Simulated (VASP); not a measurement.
# Si5Ge in VASP: a series of runs

Runs on Si5Ge. Level: PBE. Tasks: single point.

Program: VASP 6.6.1. These are calculated values, not measurements. Logs are shortened: lines on timing, memory, paths and dates and some standing lists are left out, and cuts for length are marked.

### 1 The cell of the first run

The typed cell holds 6 atoms: a = 4.621 Å, b = 4.621 Å, c = 4.833 Å, α = 90.00°, β = 90.00°, γ = 116.78°.

The cell was generated, and may not be a known phase.

### 2 Single point, PBE

INCAR reads:

```
SYSTEM = Si5Ge
  ALGO = Normal
  EDIFF = 1E-6
  ENCUT = 500
  GGA = PE
  GGA_COMPAT = .False.
  ISIF = 2
  ISMEAR = 0
  LASPH = .True.
  LCHARG = .True.
  LELF = .True.
  LREAL = .False.
  LVHAR = .True.
  LWAVE = .False.
  NBANDS = 26
  NELM = 120
  PREC = Accurate
  SIGMA = 0.2
```

KPOINTS reads:

```
k-points
0
Gamma
  4 4 3
  0 0 0
```

POSCAR reads:

```
Si5Ge
1.0
    2.4221535688     -3.9354105026      0.0000000000
    2.4221535688      3.9354105026      0.0000000000
    0.0000000000      0.0000000000      4.8334667555
Si Ge
5 1
Direct
    0.8343456093      0.1656543907      0.9954757387
    0.1656543907      0.8343456093      0.9954757387
    0.3276020234      0.6723979766      0.4951661059
    0.6723979766      0.3276020234      0.4951661059
    0.0000000000      0.0000000000      0.4951292738
    0.5000000000      0.5000000000      0.9946571769
```

Potentials or basis: VASP PAW PBE potentials, release 64 (Si, Ge_d).

Launch:

```console
cat potpaw_PBE.64/Si/POTCAR potpaw_PBE.64/Ge_d/POTCAR > POTCAR
mpirun -np 1 vasp_std > vasp.out
```

OUTCAR:

```text
SYSTEM = Si5Ge
   EDIFF = 1E-6
   ENCUT = 500
   GGA = PE
   ISIF = 2
   ISMEAR = 0
   LASPH = .True.
   LREAL = .False.
   NELM = 120
   PREC = Accurate

 ion  position               nearest neighbor table
   1  0.834  0.166  0.995-   2 2.61   6 2.63   4 2.73   4 2.73   5 2.74   5 2.75   6 2.75   6 2.75
                             2 2.76   2 2.76
   2  0.166  0.834  0.995-   1 2.61   6 2.63   3 2.73   3 2.73   5 2.74   5 2.75   6 2.75   6 2.75
                             1 2.76   1 2.76
   3  0.328  0.672  0.495-   5 2.58   4 2.71   4 2.71   4 2.71   2 2.73   2 2.73   6 2.77   6 2.77
                             5 2.78   5 2.78
   4  0.672  0.328  0.495-   5 2.58   3 2.71   3 2.71   3 2.71   1 2.73   1 2.73   6 2.77   6 2.77
                             5 2.78   5 2.78
   5  0.000  0.000  0.495-   3 2.58   4 2.58   1 2.74   2 2.74   1 2.75   2 2.75   4 2.78   3 2.78
                             4 2.78   3 2.78
   6  0.500  0.500  0.995-   1 2.63   2 2.63   2 2.75   1 2.75   2 2.75   1 2.75   3 2.77   4 2.77
                             3 2.77   4 2.77

  LATTYP: Found a base centered orthorhombic cell.
 ALAT       =     4.8443071376
 B/A-ratio  =     1.6247568087
 C/A-ratio  =     0.9977622430

  Lattice vectors:

 A1 = (   2.4221535688,  -3.9354105026,   0.0000000000)
 A2 = (   2.4221535688,   3.9354105026,   0.0000000000)
 A3 = (   0.0000000000,   0.0000000000,   4.8334667555)

Analysis of symmetry for initial positions (statically):
=====================================================================
 Subroutine PRICEL returns:
 Original cell was already a primitive cell.

 Routine SETGRP: Setting up the symmetry group for a
 base centered orthorhombic supercell.

 Subroutine GETGRP returns: Found  4 space group operations
 (whereof  4 operations were pure point group operations)
 out of a pool of  8 trial point group operations.

The static configuration has the point symmetry C_2v.

Analysis of symmetry for dynamics (positions and initial velocities):
=====================================================================
 Subroutine PRICEL returns:
 Original cell was already a primitive cell.

 Routine SETGRP: Setting up the symmetry group for a
 base centered orthorhombic supercell.

 Subroutine GETGRP returns: Found  4 space group operations
 (whereof  4 operations were pure point group operations)
 out of a pool of  8 trial point group operations.

The dynamic configuration has the point symmetry C_2v.
[... 97 lines left out ...]
   LREAL  =      F    real-space projection
   EDIFFG = 0.1E-04   stopping-criterion for IOM
   NSW    =      0    number of steps for IOM
   IBRION =     -1    ionic relax: 0-MD 1-quasi-New 2-CG
   NFREE  =      0    steps in history (QN), initial steepest desc. (CG)
   ISIF   =      2    stress and relaxation
   ISYM   =      2    0-nonsym 1-usesym 2-fastsym
   POTIM  = 0.5000    time-step for ionic-motion
   TEBEG  =    0.0;   TEEND  =   0.0 temperature during run
   PSTRESS=    0.0 pullay stress
   NELECT =      34.0000    total number of electrons
   NUPDOWN=      -1.0000    fix difference up-down
   EMIN   =  10.00;   EMAX   =-10.00  energy-range for DOS
   EFERMI =   0.00;   METHOD = LEGACY
   ISMEAR =     0;   SIGMA  =   0.20  broadening in eV -4-tet -1-fermi 0-gaus
   EFERMI_NEDOS =   21; number of points for ismear=-14 and -15
   IALGO  =     38    algorithm
   IMIX   =      4    mixing-type and parameters
     AMIX     =   0.40;   BMIX     =  1.00
     AMIX_MAG =   1.60;   BMIX_MAG =  1.00
  volume/ion in A,a.u.               =      15.36       103.64
  Fermi-wavevector in a.u.,A,eV,Ry     =   1.174197  2.218911 18.758879  1.378739
  Thomas-Fermi vector in A             =   2.310598
   LORBIT       =      0    0 simple, 1 ext, 2 COOP (PROOUT), +10 PAW based schemes
   GGA     = PE    functional components
   LHFCALC =     F    Hartree Fock is set to
   AEXX    =    0.0000 exact exchange contribution
   IVDW    =     0    specifies the selected vdW correction
   LEPSILON=     F    determine dielectric tensor
   LRPA    =     F    only Hartree local field effects (RPA)
 non-spin polarized calculation
 Gauss-broadening in eV      SIGMA  =   0.20
  energy-cutoff  :      500.00
  volume of cell :       92.15
 maximum number of plane-waves:      2349
 NGX is ok and might be reduce to    36
   NGX = 17   NGY = 17   NGZ = 17

 number of electron      34.0000019 magnetization

 Free energy of the ion-electron system (eV)
  ---------------------------------------------------
  ext. energy  EPLUGINS =         0.00000000
  ---------------------------------------------------
  free energy    TOTEN  =       -28.75799937 eV

  energy without entropy =      -28.73500845  energy(sigma->0) =      -28.74650391

 E-fermi :   9.4028     XC(G=0): -11.1711

 val. band max:        9.1380352718   @ k =   0.2500   0.0000   0.3333
 cond. band min:       9.4930786602   @ k =   0.5000   0.0000   0.0000
 fundamental gap:      0.3550433884
 Fermi energy:         9.4028368689

 k-point     1 :       0.0000    0.0000    0.0000
  band No.  band energies     occupation
      1     -15.4752      2.00000
      2     -15.4630      2.00000
      3     -15.4587      2.00000
      4     -15.4578      2.00000
      5     -15.4393      2.00000
      6      -4.8094      2.00000
[... 395 lines left out ...]
     25      13.8901      0.00000
     26      14.0051      0.00000

------------------------ aborting loop because EDIFF is reached ----------------------------------------

  FORCE on cell =-STRESS in cart. coord.  units (eV):
  Direction    XX          YY          ZZ          XY          YZ          ZX
  --------------------------------------------------------------------------------------
  -------------------------------------------------------------------------------------
  Total       -0.0129132      0.0170369      0.1608926      0.0000000      0.0000000      0.0000000
  in kB       -0.2245239      0.2962245      2.7974748      0.0000000      0.0000000      0.0000000
  external PRESSURE =       0.9563918 kB  Pullay stress =       0.0000000 kB

 VOLUME and BASIS-vectors are now :
 -----------------------------------------------------------------------------
  energy-cutoff  :      500.00
  volume of cell :       92.15
      direct lattice vectors                 reciprocal lattice vectors
     2.422153569 -3.935410503  0.000000000     0.206427869 -0.127051549  0.000000000
     2.422153569  3.935410503  0.000000000     0.206427869  0.127051549  0.000000000
     0.000000000  0.000000000  4.833466755     0.000000000  0.000000000  0.206890841

 POSITION                                       TOTAL-FORCE (eV/Angst)
 -----------------------------------------------------------------------------------
      2.42215     -2.63157      4.81160         0.000000     -0.006683     -0.001467
      2.42215      2.63157      4.81160         0.000000      0.006683     -0.001467
      2.42215      1.35691      2.39337         0.000000     -0.008225     -0.000390
      2.42215     -1.35691      2.39337         0.000000      0.008225     -0.000390
      0.00000      0.00000      2.39319        -0.000000      0.000000      0.000200
      2.42215      0.00000      4.80764         0.000000      0.000000      0.003513
 -----------------------------------------------------------------------------------
    total drift:                                0.000000     -0.000000     -0.000528

  FREE ENERGIE OF THE ION-ELECTRON SYSTEM (eV)
  ---------------------------------------------------
  free  energy   TOTEN  =       -28.7579993722 eV

  energy  without entropy=      -28.7350084527  energy(sigma->0) =      -28.74650391
```

OSZICAR:

```text
N       E                     dE             d eps       ncg     rms          rms(c)
DAV:   1     0.193954432351E+03    0.19395E+03   -0.14402E+04   918   0.202E+03
DAV:   2    -0.580709378355E+00   -0.19454E+03   -0.17995E+03   818   0.564E+02
DAV:   3    -0.278758338951E+02   -0.27295E+02   -0.26432E+02   888   0.103E+02
DAV:   4    -0.288587004167E+02   -0.98287E+00   -0.97654E+00   894   0.197E+01
DAV:   5    -0.288803872667E+02   -0.21687E-01   -0.21675E-01   930   0.345E+00    0.588E+00
DAV:   6    -0.287955455317E+02    0.84842E-01   -0.70175E-02  1030   0.293E+00    0.332E+00
DAV:   7    -0.287588807947E+02    0.36665E-01   -0.62442E-02   968   0.156E+00    0.285E-01
DAV:   8    -0.287580677763E+02    0.81302E-03   -0.42523E-03  1012   0.672E-01    0.181E-01
DAV:   9    -0.287579950919E+02    0.72684E-04   -0.48011E-04   918   0.149E-01    0.922E-02
DAV:  10    -0.287579985708E+02   -0.34789E-05   -0.24713E-05  1024   0.488E-02    0.175E-02
DAV:  11    -0.287579993722E+02   -0.80141E-06   -0.36250E-06   864   0.109E-02
   1 F= -.28757999E+02 E0= -.28746504E+02  d E =-.229909E-01
```

stdout:

```text
POSCAR found type information on POSCAR SiGe
 POSCAR found :  2 types and       6 ions
 scaLAPACK will be used
 LDA part: xc-table for (Slater+PW92), standard interpolation
 POSCAR, INCAR and KPOINTS ok, starting setup
 FFT: planning ... GRIDC
 FFT: planning ... GRID_SOFT
 FFT: planning ... GRID
 WAVECAR not read
 entering main loop
```

Run time: 29 s. Hardware: 1 thread of Intel Xeon 8259CL, shared host; peak memory 0.2 GiB.

What came out:

```
Free energy            : -28.7580 eV
Pressure               : 0.1 GPa
Largest force          : 0.008 eV/Å
Band gap on the k mesh : zero (bands 17 and 18 overlap by 3.07 eV)
```

Forces in eV/Å, atoms in the order of the input:
```
Si   0.000 -0.007 -0.001
Si   0.000  0.007 -0.001
Si   0.000 -0.008  0.000
Si   0.000  0.008  0.000
Si   0.000  0.000  0.000
Ge   0.000  0.000  0.004
```

Stress tensor (GPa, compression positive):
```
-0.02  0.00  0.00
 0.00  0.03  0.00
 0.00  0.00  0.28
```

Caveat: the k points lie up to 0.43 Å⁻¹ apart, too coarse for converged energies and pressures of a metal.

### 3 Single point, PBE

This run uses another cell than the first one, of 15.64 Å³/atom.

INCAR reads:

```
SYSTEM = Si5Ge
  PREC = Accurate
  ENCUT = 500
  EDIFF = 1E-6
  ISMEAR = 0
  SIGMA = 0.2
  LREAL = .FALSE.
  LASPH = .TRUE.
  NELM = 120
  ALGO = Normal
  ISIF = 2
  LWAVE = .FALSE.
  LCHARG = .FALSE.
  GGA = PE
  NBANDS = 26
  GGA_COMPAT = .FALSE.
```

KPOINTS reads:

```
regular mesh
0
G
  3 4 4
  0 0 0
```

POSCAR reads:

```
Si5Ge
1.0
    4.9935483042      0.0000000000      0.0000000000
    0.0000000000      3.9347847604      2.3876150135
    0.0000000000     -3.9347847604      2.3876150135
Si Ge
5 1
Direct
    0.5000000000      0.2254443696      0.8887475394
    0.5000000000      0.8887475394      0.2254443696
    0.0000000000      0.8951685739      0.2228570633
    0.0000000000      0.2228570633      0.8951685739
    0.5000000000      0.5575428515      0.5575428515
    0.0000000000      0.5585232223      0.5585232223
```

Potentials or basis: VASP PAW PBE potentials, release 64 (Si, Ge_d).

Launch:

```console
cat potpaw_PBE.64/Si/POTCAR potpaw_PBE.64/Ge_d/POTCAR > POTCAR
mpirun -np 1 vasp_std > vasp.out
```

OUTCAR:

```text
SYSTEM = Si5Ge
   PREC = Accurate
   ENCUT = 500
   EDIFF = 1E-6
   ISMEAR = 0
   LREAL = .FALSE.
   LASPH = .TRUE.
   NELM = 120
   ISIF = 2
   GGA = PE

 ion  position               nearest neighbor table
   1  0.500  0.225  0.889-   4 2.50   4 2.50   5 2.61   2 2.65   2 2.71   2 2.71   5 2.73   5 2.73

   2  0.500  0.889  0.225-   3 2.50   3 2.50   5 2.61   1 2.65   1 2.71   1 2.71   5 2.73   5 2.73

   3  0.000  0.895  0.223-   2 2.50   2 2.50   4 2.58   6 2.65   6 2.71   6 2.72   4 2.75   4 2.75

   4  0.000  0.223  0.895-   1 2.50   1 2.50   3 2.58   6 2.65   6 2.71   6 2.72   3 2.75   3 2.75

   5  0.500  0.558  0.558-   6 2.50   6 2.50   1 2.61   2 2.61   1 2.73   2 2.73   2 2.73   1 2.73

   6  0.000  0.559  0.559-   5 2.50   5 2.50   3 2.65   4 2.65   3 2.71   4 2.71   4 2.72   3 2.72

  LATTYP: Found a base centered orthorhombic cell.
 ALAT       =     4.7752300270
 B/A-ratio  =     1.6479979972
 C/A-ratio  =     1.0457189027

  Lattice vectors:

 A1 = (   0.0000000000,   3.9347847604,   2.3876150135)
 A2 = (   0.0000000000,  -3.9347847604,   2.3876150135)
 A3 = (   4.9935483042,   0.0000000000,   0.0000000000)

Analysis of symmetry for initial positions (statically):
=====================================================================
 Subroutine PRICEL returns:
 Original cell was already a primitive cell.

 Routine SETGRP: Setting up the symmetry group for a
 base centered orthorhombic supercell.

 Subroutine GETGRP returns: Found  4 space group operations
 (whereof  4 operations were pure point group operations)
 out of a pool of  8 trial point group operations.

The static configuration has the point symmetry C_2v.

Analysis of symmetry for dynamics (positions and initial velocities):
=====================================================================
 Subroutine PRICEL returns:
[... 125 lines left out ...]
     AMIX     =   0.40;   BMIX     =  1.00
     AMIX_MAG =   1.60;   BMIX_MAG =  1.00
  volume/ion in A,a.u.               =      15.64       105.53
  Fermi-wavevector in a.u.,A,eV,Ry     =   1.167149  2.205592 18.534356  1.362237
  Thomas-Fermi vector in A             =   2.303653
   LORBIT       =      0    0 simple, 1 ext, 2 COOP (PROOUT), +10 PAW based schemes
   GGA     = PE    functional components
   LHFCALC =     F    Hartree Fock is set to
   AEXX    =    0.0000 exact exchange contribution
   IVDW    =     0    specifies the selected vdW correction
   LEPSILON=     F    determine dielectric tensor
   LRPA    =     F    only Hartree local field effects (RPA)
 non-spin polarized calculation
 Gauss-broadening in eV      SIGMA  =   0.20
  energy-cutoff  :      500.00
  volume of cell :       93.83
 maximum number of plane-waves:      2400
   NGX = 19   NGY = 17   NGZ = 17

 number of electron      34.0000013 magnetization

 Free energy of the ion-electron system (eV)
  ---------------------------------------------------
  ext. energy  EPLUGINS =         0.00000000
  ---------------------------------------------------
  free energy    TOTEN  =       -29.90045481 eV

  energy without entropy =      -29.85046086  energy(sigma->0) =      -29.87545784

 E-fermi :   9.2760     XC(G=0): -11.0460

 val. band max:        9.1812167646   @ k =   0.0000   0.0000   0.0000
 cond. band min:       9.3576285868   @ k =   0.3333   0.5000   0.2500
 fundamental gap:      0.1764118221
 Fermi energy:         9.2759536568

 k-point     1 :       0.0000    0.0000    0.0000
  band No.  band energies     occupation
      1     -15.7801      2.00000
      2     -15.7754      2.00000
      3     -15.7460      2.00000
      4     -15.7207      2.00000
      5     -15.7207      2.00000
      6      -4.9478      2.00000
[... 395 lines left out ...]
     25      13.5087      0.00000
     26      13.8239      0.00000

------------------------ aborting loop because EDIFF is reached ----------------------------------------

  FORCE on cell =-STRESS in cart. coord.  units (eV):
  Direction    XX          YY          ZZ          XY          YZ          ZX
  --------------------------------------------------------------------------------------
  -------------------------------------------------------------------------------------
  Total       -0.0445990      0.4140144     -0.1428407      0.0000000      0.0000000      0.0000000
  in kB       -0.7615720      7.0697090     -2.4391464      0.0000000      0.0000000      0.0000000
  external PRESSURE =       1.2896635 kB  Pullay stress =       0.0000000 kB

 VOLUME and BASIS-vectors are now :
 -----------------------------------------------------------------------------
  energy-cutoff  :      500.00
  volume of cell :       93.83
      direct lattice vectors                 reciprocal lattice vectors
     4.993548304  0.000000000  0.000000000     0.200258401  0.000000000  0.000000000
     0.000000000  3.934784760  2.387615014     0.000000000  0.127071754  0.209413996
     0.000000000 -3.934784760  2.387615014     0.000000000 -0.127071754  0.209413996

 POSITION                                       TOTAL-FORCE (eV/Angst)
 -----------------------------------------------------------------------------------
      2.49677     -2.60996      2.66026         0.000000      0.011624      0.006925
      2.49677      2.60996      2.66026         0.000000     -0.011624      0.006925
      0.00000      2.64540      2.66941         0.000000     -0.030173     -0.009915
      0.00000     -2.64540      2.66941         0.000000      0.030173     -0.009915
      2.49677      0.00000      2.66240         0.000000      0.000000     -0.000096
      0.00000      0.00000      2.66708         0.000000      0.000000      0.006075
 -----------------------------------------------------------------------------------
    total drift:                               -0.000000      0.000000     -0.000208

  FREE ENERGIE OF THE ION-ELECTRON SYSTEM (eV)
  ---------------------------------------------------
  free  energy   TOTEN  =       -29.9004548145 eV

  energy  without entropy=      -29.8504608622  energy(sigma->0) =      -29.87545784
```

OSZICAR:

```text
N       E                     dE             d eps       ncg     rms          rms(c)
DAV:   1     0.194272607632E+03    0.19427E+03   -0.14430E+04   914   0.200E+03
DAV:   2    -0.256486349652E+01   -0.19684E+03   -0.18219E+03   832   0.549E+02
DAV:   3    -0.291004966241E+02   -0.26536E+02   -0.25906E+02   934   0.103E+02
DAV:   4    -0.299488228291E+02   -0.84833E+00   -0.84574E+00   892   0.188E+01
DAV:   5    -0.299674209365E+02   -0.18598E-01   -0.18588E-01   964   0.333E+00    0.635E+00
DAV:   6    -0.299199799974E+02    0.47441E-01   -0.63935E-02  1062   0.280E+00    0.365E+00
DAV:   7    -0.299008788730E+02    0.19101E-01   -0.51738E-02   988   0.159E+00    0.321E-01
DAV:   8    -0.299004287992E+02    0.45007E-03   -0.38306E-03   950   0.605E-01    0.213E-01
DAV:   9    -0.299004546768E+02   -0.25878E-04   -0.58243E-04  1018   0.221E-01    0.802E-02
DAV:  10    -0.299004538859E+02    0.79089E-06   -0.70730E-05  1008   0.983E-02    0.182E-02
DAV:  11    -0.299004548145E+02   -0.92860E-06   -0.54647E-06   898   0.162E-02
   1 F= -.29900455E+02 E0= -.29875458E+02  d E =-.499940E-01
```

stdout:

```text
POSCAR found type information on POSCAR SiGe
 POSCAR found :  2 types and       6 ions
 scaLAPACK will be used
 LDA part: xc-table for (Slater+PW92), standard interpolation
 POSCAR, INCAR and KPOINTS ok, starting setup
 FFT: planning ... GRIDC
 FFT: planning ... GRID_SOFT
 FFT: planning ... GRID
 WAVECAR not read
 entering main loop
```

Run time: 28 s. Hardware: 1 thread of Intel Xeon 8259CL, shared host; peak memory 0.21 GiB.

Results:

```yaml
Free_energy: -29.9005 eV
Pressure: 0.1 GPa
Largest_force: 0.032 eV/Å
Band_gap_on_the_k_mesh: zero (bands 17 and 18 overlap by 3.04 eV)
```

Forces on the atoms (eV/Å):
```
Si   0.000  0.012  0.007
Si   0.000 -0.012  0.007
Si   0.000 -0.030 -0.010
Si   0.000  0.030 -0.010
Si   0.000  0.000  0.000
Ge   0.000  0.000  0.006
```

Caveat: the k points lie up to 0.42 Å⁻¹ apart, too coarse for converged energies and pressures of a metal.

The gap in the log of VASP goes by the Fermi energy; the results here count the filled bands.